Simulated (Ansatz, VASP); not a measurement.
# Two plane-wave programs on AlN

The input POSCAR:

```
AlN
1.0
    0.0000000000      2.0345180000      1.9836550500
    2.0345180000      0.0000000000      1.9836550500
    2.0345180000      2.0345180000      0.0000000000
Al N
1 1
Direct
    0.5000000000      0.5000000000      0.5000000000
    0.0000000000      0.0000000000      0.0000000000
```

INCAR.step1

```
SYSTEM = AlN
ALGO     = Normal         ! electronic algorithm
EDIFF    = 1E-4           ! SCF threshold, eV
ENCUT    = 520            ! plane-wave cutoff, eV
GGA      = PE             ! functional
ISMEAR   = 0              ! smearing method
LASPH    = .TRUE.         ! aspherical terms in the spheres
LCHARG   = .FALSE.        ! write CHGCAR
LREAL    = .FALSE.        ! projectors in reciprocal space
LWAVE    = .TRUE.         ! write WAVECAR
NBANDS   = 11             ! bands
NELM     = 100            ! most SCF steps
PREC     = Accurate       ! precision mode
SIGMA    = 0.05           ! smearing width, eV
```

The input INCAR.step2:

```
SYSTEM = AlN
ALGO     = Normal         ! electronic algorithm
EDIFF    = 1E-6           ! SCF threshold, eV
ENCUT    = 520            ! plane-wave cutoff, eV
ISIF     = 2              ! what is computed and relaxed
ISMEAR   = 0              ! smearing method
ISTART   = 1            
LASPH    = .TRUE.         ! aspherical terms in the spheres
LCHARG   = .TRUE.         ! write CHGCAR
LELF     = .TRUE.         ! ELF
LMIXTAU  = .TRUE.       
LREAL    = .FALSE.        ! projectors in reciprocal space
LVHAR    = .TRUE.       
LWAVE    = .FALSE.        ! write WAVECAR
METAGGA  = R2SCAN         ! meta-GGA
NBANDS   = 11             ! bands
NELM     = 100            ! most SCF steps
PREC     = Accurate       ! precision mode
SIGMA    = 0.05           ! smearing width, eV
```

KPOINTS

```
k-points
0
G
  10 10 10
  0 0 0
```

Input for Ansatz:

```yaml
crystal:
  lattice:
    - [0.0, 2.034518, 1.98365505]
    - [2.034518, 0.0, 1.98365505]
    - [2.034518, 2.034518, 0.0]
  atoms:
    - { symbol: Al, position: [0.5, 0.5, 0.5] }
    - { symbol: "N", position: [0.0, 0.0, 0.0] }
basis:
  ecutwfc: 500
kpoints:
  mp_grid: { grid: [10, 10, 10] }
hamiltonian:
  xc: r2scan
scf:
  occupations: { method: gaussian, width: 0.05 }
output:
  forces: true
  stress: true
  eigenvalues: true
```

Change from the starting cell: strain -0.0250 x Voigt [0, 0, 1, 0, 0, 0], atoms carried along.

Alike in both runs: task single point; functional r2SCAN; k mesh 10 × 10 × 10; occupations gaussian, width 0.05 eV; no spin polarisation.

```csv
,VASP,Ansatz
version,VASP 6.6.1,Ansatz 0.2.0
potentials or method,"VASP PAW PBE potentials, release 64 (Al, N), cutoff 520 eV","scalar-relativistic, plane waves, PAW"
valence electrons in the cell,8,8
```

|  | VASP | Ansatz | Ansatz less VASP |
| --- | --- | --- | --- |
| gap on the k mesh at the Fermi level (eV) | 5.34 | 5.34 | -0.004 |
| least direct gap on the mesh (eV) | 6.54 | 6.49 | -0.048 |
| pressure (GPa) | 0.1 | 0.9 | +0.80 |
| traceless stress, the component that is largest in VASP (GPa) | 5.21 | 5.11 | -0.097 |

VASP's potentials were made for PBE, not for r2SCAN.
